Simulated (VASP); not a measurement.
# Bi in VASP: notebook

The runs below take Bi through single point, with PBEsol.

Program: VASP 6.6.1. These are calculated values, not measurements. Logs are shortened: lines on timing, memory, paths and dates and some standing lists are left out, and cuts for length are marked.

## Step 1: The cell of the first run

Symmetry: Im-3m, No. 229, cubic system. Conventional cell: a = 3.897 Å, b = 3.897 Å, c = 3.897 Å, α = 90.00°, β = 90.00°, γ = 90.00°. Within 4.4 Å of Bi (site symmetry m-3m) lie 14 Bi at 3.38 to 3.90 Å.

This isn't the form of Bi at room conditions, which is rhombohedral.

## Step 2: Single point, PBEsol (strained)

The input, INCAR:

```
SYSTEM = Bi
ALGO = Normal ; EDIFF = 1E-6
ENCUT = 520 ; GGA = PS
ISIF = 2 ; ISMEAR = 0
LASPH = .True. ; LCHARG = .False.
LREAL = .False. ; LWAVE = .False.
NBANDS = 14 ; NELM = 80
PREC = Accurate ; SIGMA = 0.1
```

The input, KPOINTS:

```
k-points
0
Gamma
  16 16 16
  0 0 0
```

The input, POSCAR:

```
Bi
1.0
   -1.9486378565      1.9486378565      1.9486378565
    1.9486378565     -1.9486378565      1.9486378565
    1.9486378565      1.9486378565     -1.9486378565
Bi
1
Direct
    0.0000000000      0.0000000000      0.0000000000
```

Potentials or basis: VASP PAW PBE potentials, release 64 (Bi_d).

Run with:

```console
$ cat potpaw_PBE.64/Bi_d/POTCAR > POTCAR
$ mpirun -np 1 vasp_std > vasp.out
```

OUTCAR:

```text
SYSTEM = Bi
   EDIFF = 1E-6
   ENCUT = 520
   GGA = PS
   ISIF = 2
   ISMEAR = 0
   LASPH = .True.
   LREAL = .False.
   NELM = 80
   PREC = Accurate

 ion  position               nearest neighbor table
   1  0.000  0.000  0.000-

  LATTYP: Found a body centered cubic cell.
 ALAT       =     3.8972757130

  Lattice vectors:

 A1 = (  -1.9486378565,   1.9486378565,   1.9486378565)
 A2 = (   1.9486378565,  -1.9486378565,   1.9486378565)
 A3 = (   1.9486378565,   1.9486378565,  -1.9486378565)

Analysis of symmetry for initial positions (statically):
=====================================================================
 Subroutine PRICEL returns:
 Original cell was already a primitive cell.

 Routine SETGRP: Setting up the symmetry group for a
 body centered cubic supercell.

 Subroutine GETGRP returns: Found 48 space group operations
 (whereof 48 operations were pure point group operations)
 out of a pool of 48 trial point group operations.

The static configuration has the point symmetry O_h .

Analysis of symmetry for dynamics (positions and initial velocities):
=====================================================================
 Subroutine PRICEL returns:
 Original cell was already a primitive cell.

 Routine SETGRP: Setting up the symmetry group for a
 body centered cubic supercell.

 Subroutine GETGRP returns: Found 48 space group operations
 (whereof 48 operations were pure point group operations)
 out of a pool of 48 trial point group operations.

The dynamic configuration has the point symmetry O_h .

 Subroutine INISYM returns: Found 48 space group operations
 (whereof 48 operations are pure point group operations),
 and found     1 'primitive' translations

----------------------------------------------------------------------------------------

                                     Primitive cell

  volume of cell :      29.5974

  direct lattice vectors                    reciprocal lattice vectors
    -1.948637856  1.948637856  1.948637856     0.000000000  0.256589493  0.256589493
     1.948637856 -1.948637856  1.948637856     0.256589493  0.000000000  0.256589493
     1.948637856  1.948637856 -1.948637856     0.256589493  0.256589493  0.000000000

  length of vectors
     3.375139773  3.375139773  3.375139773     0.362872341  0.362872341  0.362872341

  position of ions in fractional coordinates (direct lattice)
     0.000000000  0.000000000  0.000000000

  ion indices of the primitive-cell ions
   primitive index   ion index
                 1           1

----------------------------------------------------------------------------------------

 KPOINTS: k-points

Automatic generation of k-mesh.
 Grid dimensions read from file:
 generate k-points for:   16   16   16

 Generating k-lattice:

  Cartesian coordinates                     Fractional coordinates (reciprocal lattice)
     0.000000000  0.016036843  0.016036843     0.062500000  0.000000000  0.000000000
     0.016036843  0.000000000  0.016036843     0.000000000  0.062500000  0.000000000
     0.016036843  0.016036843  0.000000000     0.000000000  0.000000000  0.062500000

  Length of vectors
     0.022679521  0.022679521  0.022679521

  Shift w.r.t. Gamma in fractional coordinates (k-lattice)
     0.000000000  0.000000000  0.000000000

 Subroutine IBZKPT returns following result:
 ===========================================

 Found    145 irreducible k-points:

 Following reciprocal coordinates:
            Coordinates               Weight
  0.000000  0.000000  0.000000      1.000000
  0.062500  0.000000  0.000000     12.000000
  0.125000  0.000000  0.000000     12.000000
  0.187500  0.000000  0.000000     12.000000
  0.250000  0.000000  0.000000     12.000000
  0.312500  0.000000  0.000000     12.000000
[... 16 lines left out ...]
  0.187500  0.187500  0.000000     24.000000
  0.250000  0.187500 -0.000000     48.000000
 [... further k-points ...]
   k-points           NKPTS =    145   k-points in BZ     NKDIM =    145   number of bands    NBANDS=     14
   number of dos      NEDOS =    301   number of ions     NIONS =      1
   total plane-waves  NPLWV =  21952
   dimension x,y,z NGX =    28 NGY =   28 NGZ =   28
   dimension x,y,z NGXF=    56 NGYF=   56 NGZF=   56
   ions per type =               1
   NGX,Y,Z   is equivalent  to a cutoff of  13.79, 13.79, 13.79 a.u.
   NGXF,Y,Z  is equivalent  to a cutoff of  27.58, 27.58, 27.58 a.u.
 SYSTEM =  Bi
   PREC   = accura    normal or accurate (medium, high low for compatibility)
   ISTART =      0    job   : 0-new  1-cont  2-samecut
   ICHARG =      2    charge: 1-file 2-atom 10-const
   ISPIN  =      1    spin polarized calculation?
   LNONCOLLINEAR =      F non collinear calculations
   LSORBIT =      F    spin-orbit coupling
   LASPH  =      T    aspherical Exc in radial PAW
   ENCUT  =  520.0 eV  38.22 Ry    6.18 a.u.   6.28  6.28  6.28*2*pi/ulx,y,z
   NELM   =     80;   NELMIN=  2; NELMDL= -5     # of ELM steps
   EDIFF  = 0.1E-05   stopping-criterion for ELM
   LREAL  =      F    real-space projection
[... 7 lines left out ...]
   TEBEG  =    0.0;   TEEND  =   0.0 temperature during run
   PSTRESS=    0.0 pullay stress
   NELECT =      15.0000    total number of electrons
   NUPDOWN=      -1.0000    fix difference up-down
   EMIN   =  10.00;   EMAX   =-10.00  energy-range for DOS
   EFERMI =   0.00;   METHOD = LEGACY
   ISMEAR =     0;   SIGMA  =   0.10  broadening in eV -4-tet -1-fermi 0-gaus
   EFERMI_NEDOS =   21; number of points for ismear=-14 and -15
   IALGO  =     38    algorithm
   IMIX   =      4    mixing-type and parameters
     AMIX     =   0.40;   BMIX     =  1.00
     AMIX_MAG =   1.60;   BMIX_MAG =  1.00
  volume/ion in A,a.u.               =      29.60       199.73
  Fermi-wavevector in a.u.,A,eV,Ry     =   1.305231  2.466529 23.179273  1.703629
  Thomas-Fermi vector in A             =   2.436114
   LORBIT       =      0    0 simple, 1 ext, 2 COOP (PROOUT), +10 PAW based schemes
   GGA     = PS    functional components
   LHFCALC =     F    Hartree Fock is set to
   AEXX    =    0.0000 exact exchange contribution
   IVDW    =     0    specifies the selected vdW correction
   LEPSILON=     F    determine dielectric tensor
   LRPA    =     F    only Hartree local field effects (RPA)
 non-spin polarized calculation
 Gauss-broadening in eV      SIGMA  =   0.10
  energy-cutoff  :      520.00
  volume of cell :       29.60
 maximum number of plane-waves:       814
 NGX is ok and might be reduce to    28
   NGX = 13   NGY = 13   NGZ = 13

 number of electron      15.0000004 magnetization

 Free energy of the ion-electron system (eV)
  ---------------------------------------------------
  ext. energy  EPLUGINS =         0.00000000
  ---------------------------------------------------
  free energy    TOTEN  =        -4.21892347 eV

  energy without entropy =       -4.21563601  energy(sigma->0) =       -4.21727974

 E-fermi :   8.3680     XC(G=0): -10.6809

 val. band max:        8.3350617008   @ k =  -0.4375   0.5000   0.1250
 cond. band min:       8.3787805199   @ k =   0.3125   0.1250   0.0625
 fundamental gap:      0.0437188191
 Fermi energy:         8.3680367582

 k-point     1 :       0.0000    0.0000    0.0000
  band No.  band energies     occupation
      1     -14.6094      2.00000
      2     -14.6094      2.00000
      3     -14.6094      2.00000
      4     -14.4563      2.00000
      5     -14.4563      2.00000
      6      -5.5076      2.00000
      7      13.8716      0.00000
      8      13.8716      0.00000
      9      13.8716      0.00000
     10      18.1520      0.00000
     11      18.8707      0.00000
     12      18.8707      0.00000
     13      18.8707      0.00000
     14      20.4051      0.00000

 k-point     2 :       0.0625    0.0000    0.0000
  band No.  band energies     occupation
      1     -14.6112      2.00000
      2     -14.6063      2.00000
      3     -14.6001      2.00000
      4     -14.4585      2.00000
      5     -14.4566      2.00000
      6      -5.4317      2.00000
      7      13.0399      0.00000
      8      13.6252      0.00000
      9      13.7958      0.00000
     10      18.1013      0.00000
     11      18.5104      0.00000
     12      18.7540      0.00000
     13      18.8163      0.00000
     14      20.7393      0.00000

 k-point     3 :       0.1250    0.0000    0.0000
  band No.  band energies     occupation
      1     -14.6165      2.00000
      2     -14.5982      2.00000
      3     -14.5736      2.00000
      4     -14.4642      2.00000
      5     -14.4576      2.00000
      6      -5.2052      2.00000
      7      11.3495      0.00000
      8      13.0187      0.00000
      9      13.5752      0.00000
     10      17.1067      0.00000
     11      17.9127      0.00000
     12      18.6280      0.00000
     13      19.8074      0.00000
     14      21.6055      0.00000

 k-point     4 :       0.1875    0.0000    0.0000
  band No.  band energies     occupation
      1     -14.6243      2.00000
      2     -14.5877      2.00000
      3     -14.5334      2.00000
      4     -14.4714      2.00000
      5     -14.4590      2.00000
      6      -4.8322      2.00000
      7       9.4796      0.00000
      8      12.2763      0.00000
      9      13.2433      0.00000
     10      16.2715      0.00000
     11      17.3600      0.00000
     12      18.7160      0.00000
     13      20.4168      0.00000
     14      22.7767      0.00000

 k-point     5 :       0.2500    0.0000    0.0000
  band No.  band energies     occupation
      1     -14.6335      2.00000
      2     -14.5794      2.00000
      3     -14.4857      2.00000
      4     -14.4764      2.00000
      5     -14.4606      2.00000
      6      -4.3230      2.00000
      7       7.6480      2.00000
      8      11.5500      0.00000
      9      12.8640      0.00000
     10      15.6167      0.00000
     11      16.9001      0.00000
[... 276 lines left out ...]
 k-point    22 :       0.4375    0.1250    0.0000
  band No.  band energies     occupation
      1     -14.6420      2.00000
      2     -14.5720      2.00000
      3     -14.4708      2.00000
      4     -14.4657      2.00000
      5     -14.3736      2.00000
      6      -2.0344      2.00000
      7       3.2756      2.00000
      8       8.5991      0.00108
      9      11.2598      0.00000
     10      15.5847      0.00000
     11      17.9954      0.00000
     12      20.3273      0.00000
     13      21.3723      0.00000
     14      26.5902      0.00000

 k-point    23 :       0.1875    0.1875    0.0000
  band No.  band energies     occupation
      1     -14.6226      2.00000
      2     -14.5736      2.00000
      3     -14.4828      2.00000
      4     -14.4685      2.00000
      5     -14.4394      2.00000
      6      -3.5667      2.00000
      7       6.3759      2.00000
      8       9.1545      0.00000
      9      11.7764      0.00000
     10      16.6844      0.00000
     11      17.5332      0.00000
     12      20.1490      0.00000
     13      21.4283      0.00000
     14      23.0282      0.00000

 k-point    24 :       0.2500    0.1875   -0.0000
  band No.  band energies     occupation
      1     -14.6253      2.00000
      2     -14.5630      2.00000
      3     -14.4802      2.00000
      4     -14.4719      2.00000
      5     -14.4154      2.00000
      6      -2.9505      2.00000
      7       5.2859      2.00000
      8       8.2277      1.95289
      9      11.4227      0.00000
     10      16.5404      0.00000
     11      17.9552      0.00000
     12      20.2938      0.00000
     13      22.5387      0.00000
     14      22.7970      0.00000

 [... further k-points ...]

------------------------ aborting loop because EDIFF is reached ----------------------------------------

  FORCE on cell =-STRESS in cart. coord.  units (eV):
  Direction    XX          YY          ZZ          XY          YZ          ZX
  --------------------------------------------------------------------------------------
  -------------------------------------------------------------------------------------
  Total        0.1211965      0.1211965      0.1211965     -0.0000000     -0.0000000     -0.0000000
  in kB        6.5606586      6.5606586      6.5606586     -0.0000000     -0.0000000     -0.0000000
  external PRESSURE =       6.5606586 kB  Pullay stress =       0.0000000 kB

 VOLUME and BASIS-vectors are now :
 -----------------------------------------------------------------------------
  energy-cutoff  :      520.00
  volume of cell :       29.60
      direct lattice vectors                 reciprocal lattice vectors
    -1.948637856  1.948637856  1.948637856     0.000000000  0.256589493  0.256589493
     1.948637856 -1.948637856  1.948637856     0.256589493  0.000000000  0.256589493
     1.948637856  1.948637856 -1.948637856     0.256589493  0.256589493  0.000000000

 POSITION                                       TOTAL-FORCE (eV/Angst)
 -----------------------------------------------------------------------------------
      0.00000      0.00000      0.00000        -0.000000      0.000000      0.000000
 -----------------------------------------------------------------------------------
    total drift:                               -0.000000     -0.000000      0.000000

  FREE ENERGIE OF THE ION-ELECTRON SYSTEM (eV)
  ---------------------------------------------------
  free  energy   TOTEN  =        -4.2189234707 eV

  energy  without entropy=       -4.2156360141  energy(sigma->0) =       -4.21727974
```

Wall time 32 s (1 thread of AMD EPYC 9R14 (Zen 4), shared host); peak memory 0.16 GiB.

Results:

```
Free energy            : -4.2189 eV
Pressure               : 0.7 GPa
Band gap on the k mesh : zero (an odd number of electrons rules out a gap without spin polarisation)
```

Levels at points of the mesh, in eV from the Fermi level:
| k point | band 5 | band 6 | band 7 | band 8 | band 9 | band 10 |
| --- | --- | --- | --- | --- | --- | --- |
| (0.00, 0.00, 0.00) | -22.82 | -13.88 | 5.50 | 5.50 | 5.50 | 9.78 |
| (0.50, 0.00, 0.00) | -22.73 | -10.53 | -5.37 | 1.69 | 3.60 | 6.16 |
| (0.50, 0.50, 0.50) | -22.75 | -8.20 | -1.90 | -1.90 | -1.90 | 3.49 |

Caveat: the cell differs from its parent crystal (strained); the PAW data sets were made with another functional, which shifts forces and pressure a little; spin-orbit coupling is left out, which moves the levels of the heavy elements.

## Step 3: Single point, PBEsol (strained)

The input, INCAR:

```
SYSTEM = Bi
PREC     = Accurate       ! precision mode
ENCUT    = 520            ! plane-wave cutoff, eV
EDIFF    = 1E-6           ! SCF threshold, eV
ISMEAR   = 0              ! smearing method
SIGMA    = 0.1            ! smearing width, eV
LREAL    = .FALSE.        ! projectors in reciprocal space
LASPH    = .TRUE.         ! aspherical terms in the spheres
NELM     = 100            ! most SCF steps
ALGO     = Normal         ! electronic algorithm
ISIF     = 2              ! what is computed and relaxed
LWAVE    = .FALSE.        ! write WAVECAR
LCHARG   = .FALSE.        ! write CHGCAR
GGA      = PS             ! functional
NBANDS   = 14             ! bands
```

The input, KPOINTS:

```
regular mesh
0
G
  14 14 14
  0 0 0
```

The input, POSCAR:

```
Bi
1.0
   -1.9124173064      1.9124173064      1.8826958484
    1.9124173064     -1.9124173064      1.8826958484
    1.9124173064      1.9124173064     -1.8826958484
Bi
1
Direct
    0.0000000000      0.0000000000      0.0000000000
```

Potentials or basis: VASP PAW PBE potentials, release 64 (Bi_d).

Run with:

```console
$ cat potpaw_PBE.64/Bi_d/POTCAR > POTCAR
$ mpirun -np 1 vasp_std > vasp.out
```

It took 51 s on 1 thread of AMD EPYC 9R14 (Zen 4), shared host; peak memory 0.19 GiB.

It converged, with:

| Quantity | Value |
| --- | --- |
| Free energy | -4.1744 eV |
| Pressure | 6.0 GPa |
| Band gap on the k mesh | zero (an odd number of electrons rules out a gap without spin polarisation) |

Stress tensor (GPa, compression positive):
```
6.03 0.00 0.00
0.00 6.03 0.00
0.00 0.00 5.91
```

Levels at points of the mesh, in eV from the Fermi level:
| k point | band 4 | band 5 | band 6 | band 7 | band 8 | band 9 | band 10 | band 11 |
| --- | --- | --- | --- | --- | --- | --- | --- | --- |
| (0.00, 0.00, 0.00) | -22.84 | -22.83 | -14.41 | 6.07 | 6.07 | 6.16 | 10.46 | 10.46 |
| (0.50, 0.00, 0.00) | -22.84 | -22.72 | -10.59 | -5.78 | 1.80 | 3.73 | 6.41 | 7.87 |
| (0.50, 0.50, 0.00) | -22.85 | -22.72 | -10.67 | -5.82 | 1.98 | 3.99 | 6.63 | 8.13 |
| (0.50, 0.50, 0.50) | -22.75 | -22.74 | -7.92 | -2.15 | -2.15 | -1.86 | 3.38 | 3.53 |

Caveat: the cell differs from its parent crystal (strained); the cell stands under pressure; the PAW data sets were made with another functional, which shifts forces and pressure a little; spin-orbit coupling is left out, which moves the levels of the heavy elements.

(Continued in part 2 of 2.)
